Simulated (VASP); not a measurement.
Here is a VASP 6.6.1 calculation.

The input INCAR:

```
  PREC = Accurate
  ENCUT = 600
  EDIFF = 1E-6
  ISMEAR = -1
  SIGMA = 0.02
  LREAL = F
  LASPH = T
  NELM = 120
  ALGO = Normal
  ISIF = 2
  LWAVE = F
  LCHARG = F
  GGA = PE
  NBANDS = 25
  GGA_COMPAT = F
```

KPOINTS

```
Automatic mesh
0
Gamma
  8 8 8
```

File POSCAR:

```
SiO2
1.0
   -2.8058995024      2.8087755226      2.3452081679
    2.8058995024     -2.8087755226      2.3452081679
    2.8058995024      2.8087755226     -2.3452081679
Si O
2 4
Direct
    0.2500000000      0.2500000000      0.0000000000
    0.7500000000      0.7500000000      0.0000000000
    0.1473070228      0.8524439467      0.9997509695
    0.6473070228      0.6475560533      0.2948630761
    0.3526929772      0.3524439467      0.7051369239
    0.8526929772      0.1475560533      0.0002490305
```

Potentials or basis: VASP PAW PBE potentials, release 64 (Si, O).

The run is started by

```bash
$ cat potpaw_PBE.64/Si/POTCAR potpaw_PBE.64/O/POTCAR > POTCAR
$ mpirun -np 1 vasp_std > vasp.out
```

**Question.** Predict the band gap on the k mesh.

**Answer.** 4.98 eV (least direct gap 5.49 eV).

**Question.** Estimate the largest force.

**Answer.** 0.624 eV/Å.

**Question.** Estimate the pressure.

**Answer.** 6.8 GPa.

Stress tensor (GPa, compression positive):
```
5.80 0.00 0.00
0.00 5.80 0.00
0.00 0.00 8.77
```

Caveat: the cell stands under pressure. Expect the measured gap to be larger: semilocal functionals such as PBE lack the derivative discontinuity.
